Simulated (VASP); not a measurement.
Here is a VASP 6.6.1 calculation.

INCAR

```
  PREC = Accurate
  ENCUT = 500
  EDIFF = 1E-6
  ISMEAR = 0
  SIGMA = 0.03
  LREAL = False
  LASPH = True
  NELM = 120
  ALGO = Normal
  ISIF = 2
  LWAVE = False
  LCHARG = False
  GGA = PE
  IVDW = 12
  NBANDS = 20
  GGA_COMPAT = False
```

KPOINTS

```
regular mesh
0
Gamma
  12 12 6
```

Contents of POSCAR:

```
SnSe2
1.0
    3.6480000000      0.0000000000      0.0000000000
   -1.8240000000      3.1592606730      0.0000000000
    0.0000000000      0.0000000000      4.7118000000
Sn Se
1 2
Direct
    0.0000000000      0.0000000000      0.0000000000
    0.3333333333      0.6666666667      0.2651331237
    0.6666666667      0.3333333333      0.7348668763
```

Potentials or basis: VASP PAW PBE potentials, release 64 (Sn_d, Se).

Command:

```console
$ cat potpaw_PBE.64/Sn_d/POTCAR potpaw_PBE.64/Se/POTCAR > POTCAR
$ mpirun -np 1 vasp_std > vasp.out
```

Task: Estimate the dispersion energy per atom.

Result: -0.519 eV.

Task: Predict the largest force.

Result: 4.581 eV/Å.

Task: Predict the pressure.

Result: 50.2 GPa.

Forces on the atoms (eV/Å):
```
Sn   0.000  0.000  0.000
Se   0.000  0.000  4.581
Se   0.000  0.000 -4.581
```

Caveat: the cell stands under pressure; forces of over 1 eV/Å act on the atoms, so gaps and moduli don't describe the material at rest.
